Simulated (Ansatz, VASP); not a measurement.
**Pd: VASP beside Ansatz**

POSCAR

```
Pd
1.0
   -1.5544442748      1.5544442748      1.5544442748
    1.5544442748     -1.5544442748      1.5544442748
    1.5544442748      1.5544442748     -1.5544442748
Pd
1
Direct
    0.0000000000      0.0000000000      0.0000000000
```

The input INCAR.step1:

```
SYSTEM = Pd
  PREC = Accurate
  ENCUT = 550
  ISMEAR = 0
  SIGMA = 0.05
  LREAL = .FALSE.
  LASPH = .TRUE.
  NELM = 120
  NBANDS = 11
  GGA = PE
  ALGO = Normal
  EDIFF = 1E-5
  LWAVE = .TRUE.
  LCHARG = .FALSE.
  GGA_COMPAT = .FALSE.
```

The input INCAR.step2:

```
SYSTEM = Pd
  PREC = Accurate
  ENCUT = 550
  EDIFF = 1E-6
  ISMEAR = 0
  SIGMA = 0.05
  LREAL = .FALSE.
  LASPH = .TRUE.
  NELM = 120
  ALGO = Normal
  ISIF = 2
  LWAVE = .FALSE.
  LCHARG = .TRUE.
  METAGGA = R2SCAN
  LMIXTAU = .TRUE.
  LELF = .TRUE.
  LVHAR = .TRUE.
  NBANDS = 11
  ISTART = 1
  GGA_COMPAT = .FALSE.
```

Contents of KPOINTS:

```
regular mesh
0
G
  18 18 18
  0 0 0
```

Input for Ansatz:

```yaml
crystal:
  lattice:
    - [-1.5544442748, 1.5544442748, 1.5544442748]
    - [1.5544442748, -1.5544442748, 1.5544442748]
    - [1.5544442748, 1.5544442748, -1.5544442748]
  atoms:
    - { symbol: Pd, position: [0.0, 0.0, 0.0] }
basis:
  ecutwfc: 600
  ecutrho_ratio: 5
kpoints:
  mp_grid: { grid: [18, 18, 18] }
hamiltonian:
  xc: r2scan
scf:
  occupations: { method: gaussian, width: 0.05 }
output:
  forces: true
  stress: true
  eigenvalues: true
```

Alike in both runs: task single point; functional r2SCAN; k mesh 18 × 18 × 18; occupations gaussian, width 0.05 eV; no spin polarisation.

```csv
,VASP,Ansatz
version,VASP 6.6.1,Ansatz 0.2.0
potentials or method,"VASP PAW PBE potentials, release 64 (Pd), cutoff 550 eV","scalar-relativistic, plane waves, PAW"
valence electrons in the cell,10,18
```

|  | VASP | Ansatz | Ansatz less VASP |
| --- | --- | --- | --- |
| gap on the k mesh at the Fermi level (eV) | none | none | - |
| pressure (GPa) | 0.6 | 0.0 | -0.57 |

VASP's potentials were made for PBE, not for r2SCAN. A gap of «none» marks a metal or a gap that the smearing closes. VASP's potentials hold 10 valence electrons a cell and Ansatz's 18, so a difference there can come from the potentials and not from the codes.
